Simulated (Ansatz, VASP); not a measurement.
## Ge: VASP beside Ansatz

Contents of INCAR:

```
SYSTEM = Ge
  PREC = Accurate
  ENCUT = 520
  EDIFF = 1E-6
  ISMEAR = 0
  SIGMA = 0.1
  LREAL = .False.
  LASPH = .True.
  NELM = 80
  ALGO = Normal
  ISIF = 2
  LWAVE = .False.
  LCHARG = .False.
  LDIPOL = .True.
  IDIPOL = 3
  DIPOL = 0.5 0.5 0.415
  GGA = PE
  IVDW = 12
  NBANDS = 36
```

File KPOINTS:

```
regular mesh
0
Gamma
  9 9 1
  0 0 0
```

Contents of POSCAR:

```
Ge
1.0
    4.0226895311      0.0000000000      0.0000000000
   -2.0113447656      3.4837513255      0.0000000000
    0.0000000000      0.0000000000     18.8685220517
Ge
4
Direct
    0.3333333333      0.6666666667      0.2747571332
    0.6666666667      0.3333333333      0.2384924472
    1.1111111111     -0.1111111111      0.5919129236
    0.7777777778      0.2222222222      0.5556482377
```

Input for Ansatz:

```yaml
crystal:
  lattice:
    - [4.0226895311, 0.0, 0.0]
    - [-2.0113447656, 3.4837513255, 0.0]
    - [0.0, 0.0, 18.8685220517]
  atoms:
    - { symbol: Ge, position: [0.3333333333, 0.6666666667, 0.2747571332] }
    - { symbol: Ge, position: [0.6666666667, 0.3333333333, 0.2384924472] }
    - { symbol: Ge, position: [1.1111111111, -0.1111111111, 0.5919129236] }
    - { symbol: Ge, position: [0.7777777778, 0.2222222222, 0.5556482377] }
basis:
  ecutwfc: 420
kpoints:
  mp_grid: { grid: [9, 9, 1] }
hamiltonian:
  xc: pbe
  pseudopotentials: { kind: paw, azcp: { folder: soft_1 } }
  dispersion: d3bj
scf:
  occupations: { method: gaussian, width: 0.1 }
output:
  forces: true
  eigenvalues: true
efield:
  axis: 3
  dipole_correction: true
  ramp_width: 0.04
```

Alike in both runs: task single point; functional PBE; dispersion D3(BJ); k mesh 9 × 9 × 1; occupations gaussian, width 0.1 eV; no spin polarisation.

|  | VASP | Ansatz |
| --- | --- | --- |
| version | VASP 6.6.1 | Ansatz 0.2.0 |
| potentials or method | VASP PAW PBE potentials, release 64 (Ge_d), cutoff 520 eV | scalar-relativistic, plane waves, PAW |
| valence electrons in the cell | 56 | 56 |

|  | VASP | Ansatz | Ansatz less VASP |
| --- | --- | --- | --- |
| gap on the k mesh at the Fermi level (eV) | 0.03 | 0.03 | 0.000 |
| least direct gap on the mesh (eV) | 0.03 | 0.03 | 0.000 |
| rms of the force components (eV/Å) | 0.019 | 0.019 | 0.0000 |

Atom by atom the forces differ by 0.000 eV/Å (rms over components).
